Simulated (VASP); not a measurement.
Wanted: the native input for a VASP 6.6.1 run.

```yaml
Task: single point
Functional: PBE
Potentials_or_basis: VASP PAW PBE potentials, release 64 (Zr_sv, Si)
Cutoff: 520 eV
k_mesh: 9 × 9 × 5
Occupations: gaussian, width 0.1 eV
Spin: no spin polarisation
Dipole_correction: no
Further_INCAR_settings: ALGO = Normal; EDIFF = 1e-07; NBANDS = 29; ISYM = 0
```

The structure of ZrSi2 lies in POSCAR:

```
ZrSi2
1.0
    3.8679403904      0.0000000000      0.0000000000
    0.0000000000      3.8679403637      0.0004546697
    0.0000000000     -1.9331483227      7.1327544692
Zr Si
2 4
Direct
    0.2500000000      0.1033852022      0.2068005124
    0.7500000000      0.8966147978      0.7931994876
    0.7500000000      0.5552341336      0.1105340138
    0.2500000000      0.4447658664      0.8894659862
    0.2500000000      0.7497604636      0.5000178387
    0.7500000000      0.2502395364      0.4999821613
```

One way to write it, as run:

INCAR

```
PREC = Accurate ; ENCUT = 520
EDIFF = 1E-7 ; ISMEAR = 0
SIGMA = 0.1 ; LREAL = False
LASPH = True ; NELM = 60
ALGO = Normal ; ISIF = 2
LWAVE = False ; LCHARG = False
GGA = PE ; NBANDS = 29
ISYM = 0
```

KPOINTS

```
Automatic mesh
0
Gamma
  9 9 5
```

Potentials or basis: VASP PAW PBE potentials, release 64 (Zr_sv, Si).

Command:

```console
$ cat potpaw_PBE.64/Zr_sv/POTCAR potpaw_PBE.64/Si/POTCAR > POTCAR
$ mpirun -np 1 vasp_std > vasp.out
```

Results of the run:

The pressure is -7.3 GPa, the largest force is 0.007 eV/Å and the band gap on the k mesh is zero (bands 20 and 21 overlap by 0.60 eV).

Caveat: the cell stands under tension.

It took 6.2 min on 1 thread of Intel(R) Xeon(R) 6975P-C (Granite Rapids) (shared host), peak memory 0.58 GiB.
